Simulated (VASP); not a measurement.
Set up this calculation in VASP 6.6.1, as the native input.

```yaml
Task: single point
Functional: r2SCAN
Potentials_or_basis: VASP PAW PBE potentials, release 64 (Re_sv_GW)
Cutoff: 550 eV
k_mesh: 6 × 6 × 6
Occupations: fermi-dirac, width 0.05 eV
Spin: no spin polarisation
Dipole_correction: no
Second_run: valence_matched
Further_INCAR_settings: ALGO = Normal; EDIFF = 1e-06; NBANDS = 22
```

Re:

```xyz
2
Lattice="0.0000 2.7271 2.7271 2.7271 0.0000 2.7271 2.7271 2.7271 0.0000" Properties=species:S:1:pos:R:3 pbc="T T T"
Re    0.0000    0.0000    0.0000
Re    1.3635    1.3635    1.3635
```

These files were run (other wordings do the same):

POSCAR

```
Re
1.0
    0.0000000000      2.7270741035      2.7270741035
    2.7270741035      0.0000000000      2.7270741035
    2.7270741035      2.7270741035      0.0000000000
Re
2
Direct
    0.0000000000      0.0000000000      0.0000000000
    0.2500000000      0.2500000000      0.2500000000
```

INCAR.step1

```
SYSTEM = Re
PREC     = Accurate       ! precision mode
ENCUT    = 550            ! plane-wave cutoff, eV
ISMEAR   = -1             ! smearing method
SIGMA    = 0.05           ! smearing width, eV
LREAL    = .False.        ! projectors in reciprocal space
LASPH    = .True.         ! aspherical terms in the spheres
NELM     = 120            ! most SCF steps
NBANDS   = 22             ! bands
GGA      = PE             ! functional
ALGO     = Normal         ! electronic algorithm
EDIFF    = 1E-5           ! SCF threshold, eV
LWAVE    = .True.         ! write WAVECAR
LCHARG   = .False.        ! write CHGCAR
GGA_COMPAT= .False.
```

INCAR.step2

```
SYSTEM = Re
PREC     = Accurate       ! precision mode
ENCUT    = 550            ! plane-wave cutoff, eV
EDIFF    = 1E-6           ! SCF threshold, eV
ISMEAR   = -1             ! smearing method
SIGMA    = 0.05           ! smearing width, eV
LREAL    = .False.        ! projectors in reciprocal space
LASPH    = .True.         ! aspherical terms in the spheres
NELM     = 120            ! most SCF steps
ALGO     = Normal         ! electronic algorithm
ISIF     = 2              ! what is computed and relaxed
LWAVE    = .False.        ! write WAVECAR
LCHARG   = .False.        ! write CHGCAR
METAGGA  = R2SCAN         ! meta-GGA
LMIXTAU  = .True.       
NBANDS   = 22             ! bands
ISTART   = 1            
GGA_COMPAT= .False.
```

KPOINTS

```
Automatic mesh
0
Gamma
  6 6 6
  0 0 0
```

Potentials or basis: VASP PAW PBE potentials, release 64 (Re_sv_GW).

Command:

```sh
$ cat potpaw_PBE.64/Re_sv_GW/POTCAR > POTCAR
$ cp INCAR.step1 INCAR
$ mpirun -np 1 vasp_std > vasp.out
$ cp INCAR.step2 INCAR
$ mpirun -np 1 vasp_std > vasp.out
```

It gave:

```yaml
Pressure: 18.8 GPa
Band_gap_on_the_k_mesh: zero (band 15 reaches 8.75 eV, above the bottom of band 16 at 7.46 eV)
```

Caveat: the PAW data sets were made with another functional, which shifts forces and pressure a little; spin-orbit coupling is left out, which moves the levels of the heavy elements.

Run time: 100 s on 1 thread of Intel(R) Xeon(R) Platinum 8259CL CPU @ 2.50GHz (Skylake/Cascade Lake) (shared host), peak memory 0.17 GiB.
